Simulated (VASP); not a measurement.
GeCN2, 4 atoms in the cell. Symmetry: R-3m, No. 166, trigonal system. The conventional cell has a = 3.611 Å, b = 3.611 Å, c = 14.864 Å, α = 90.00°, β = 90.00°, γ = 120.00°. Within 3.3 Å of Ge (site symmetry -3m) lie 6 N at 2.42 Å and 6 C at 3.24 Å. Within 1.7 Å of N (site symmetry 3m) lie 1 C at 1.25 Å. Within 1.7 Å of C (site symmetry -3m) lie 2 N at 1.25 Å. 

```yaml
Program: VASP 6.6.1
Task: single point
Functional: PBEsol
Potentials_or_basis: VASP PAW PBE potentials, release 64 (Ge_d, N, C)
Cutoff: 520 eV
k_mesh: 9 × 9 × 9
Occupations: fermi-dirac, width 0.05 eV
Spin: no spin polarisation
Dipole_correction: no
Further_INCAR_settings: ALGO = Normal; EDIFF = 1e-06; NBANDS = 22
```

Potentials or basis: VASP PAW PBE potentials, release 64 (Ge_d, N, C).

Run with:

```console
$ cat potpaw_PBE.64/Ge_d/POTCAR potpaw_PBE.64/N/POTCAR potpaw_PBE.64/C/POTCAR > POTCAR
$ mpirun -np 1 vasp_std > vasp.out
```

Hardware: 1 thread of Intel Xeon 8259CL, on a shared host.

How long does it take, and how much memory?

It took 4.1 min on 1 thread of Intel Xeon 8259CL, on a shared host, peak memory 0.3 GiB. Counts: scf iterations 14, k points 85.
